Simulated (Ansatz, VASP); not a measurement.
## Two plane-wave programs on Sr4HfO

```xyz
6
Lattice="0.0000 4.8839 4.8839 4.8839 0.0000 4.8839 4.8839 4.8839 0.0000" Properties=species:S:1:pos:R:3 pbc="T T T"
Sr    3.6551    3.6551    6.1126
Sr    6.1126    6.1126    6.1126
Sr    3.6551    6.1126    3.6551
Sr    6.1126    3.6551    3.6551
Hf    0.0000    0.0000    0.0000
O     2.4419    2.4419    2.4419
```

Change from the starting cell: species swapped into the LaYAl4 type (F-43m, No. 216).

Alike in both runs: functional PBE; k mesh 4 × 4 × 4; occupations gaussian, width 0.1 eV; no spin polarisation.

Ansatz relaxed the structure, and its values are those at the end. VASP's run is a single point on that final structure, the one shown.

```csv
,VASP,Ansatz
version,VASP 6.6.1,Ansatz 0.2.0
potentials or method,"VASP PAW PBE potentials, release 64 (Sr_sv, Hf_pv, O), cutoff 520 eV","scalar-relativistic, plane waves, PAW"
valence electrons in the cell,56,72
```

|  | VASP | Ansatz | Ansatz less VASP |
| --- | --- | --- | --- |
| gap on the k mesh at the Fermi level (eV) | none | none | - |
| pressure (GPa) | 0.2 | 0.2 | 0.00 |

A gap of «none» marks a metal or a gap that the smearing closes. VASP's potentials hold 56 valence electrons a cell and Ansatz's 72, so a difference there can come from the potentials and not from the codes.

Spin-orbit coupling is off throughout.
